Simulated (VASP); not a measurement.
Write the native input for VASP 6.6.1 that does the following.

```
Task                   : single point
Functional             : r2SCAN
Potentials or basis    : VASP PAW PBE potentials, release 64 (S)
Cutoff                 : 520 eV
k mesh                 : 4 × 4 × 4
Occupations            : gaussian, width 0.1 eV
Spin                   : no spin polarisation
Dipole correction      : no
Further INCAR settings : ALGO = Normal; EDIFF = 1e-06; NBANDS = 34
```

S:

```
CELL_PARAMETERS angstrom
6.07853 0.00000 0.00000
0.00000 6.07853 0.00000
0.00000 0.00000 6.07853
ATOMIC_POSITIONS crystal
S 0.50000 0.50000 0.50000
S 0.00000 0.00000 0.00000
S 0.25000 0.00000 0.50000
S 0.50000 0.25000 0.00000
S 0.50000 0.75000 0.00000
S 0.75000 0.00000 0.50000
S 0.00000 0.50000 0.75000
S 0.00000 0.50000 0.25000
```

One way to write it, as run:

POSCAR

```
S
1.0
    6.0785258307      0.0000000000      0.0000000000
    0.0000000000      6.0785258307      0.0000000000
    0.0000000000      0.0000000000      6.0785258307
S
8
Direct
    0.5000000000      0.5000000000      0.5000000000
    0.0000000000      0.0000000000      0.0000000000
    0.2500000000      0.0000000000      0.5000000000
    0.5000000000      0.2500000000      0.0000000000
    0.5000000000      0.7500000000      0.0000000000
    0.7500000000      0.0000000000      0.5000000000
    0.0000000000      0.5000000000      0.7500000000
    0.0000000000      0.5000000000      0.2500000000
```

INCAR.step1

```
SYSTEM = S
  PREC = Accurate
  ENCUT = 520
  ISMEAR = 0
  SIGMA = 0.1
  LREAL = .FALSE.
  LASPH = .TRUE.
  NELM = 100
  NBANDS = 34
  GGA = PE
  ALGO = Normal
  EDIFF = 1E-4
  LWAVE = .TRUE.
  LCHARG = .FALSE.
```

INCAR.step2

```
SYSTEM = S
  PREC = Accurate
  ENCUT = 520
  EDIFF = 1E-6
  ISMEAR = 0
  SIGMA = 0.1
  LREAL = .FALSE.
  LASPH = .TRUE.
  NELM = 100
  ALGO = Normal
  ISIF = 2
  LWAVE = .FALSE.
  LCHARG = .FALSE.
  METAGGA = R2SCAN
  LMIXTAU = .TRUE.
  NBANDS = 34
  ISTART = 1
```

KPOINTS

```
regular mesh
0
G
  4 4 4
  0 0 0
```

Potentials or basis: VASP PAW PBE potentials, release 64 (S).

The run is started by

```sh
$ cat potpaw_PBE.64/S/POTCAR > POTCAR
$ cp INCAR.step1 INCAR
$ mpirun -np 1 vasp_std > vasp.out
$ cp INCAR.step2 INCAR
$ mpirun -np 1 vasp_std > vasp.out
```

Results of the run:

```json
{
 "Pressure": "-12.7 GPa",
 "Band gap on the k mesh": "zero (bands 24 and 25 overlap by 0.45 eV)"
}
```

Caveat: the cell stands under tension; the PAW data sets were made with another functional, which shifts forces and pressure a little.

It took 7.1 min on 1 thread of Oxide Virtual Turin-like Processor (shared host), peak memory 0.33 GiB.
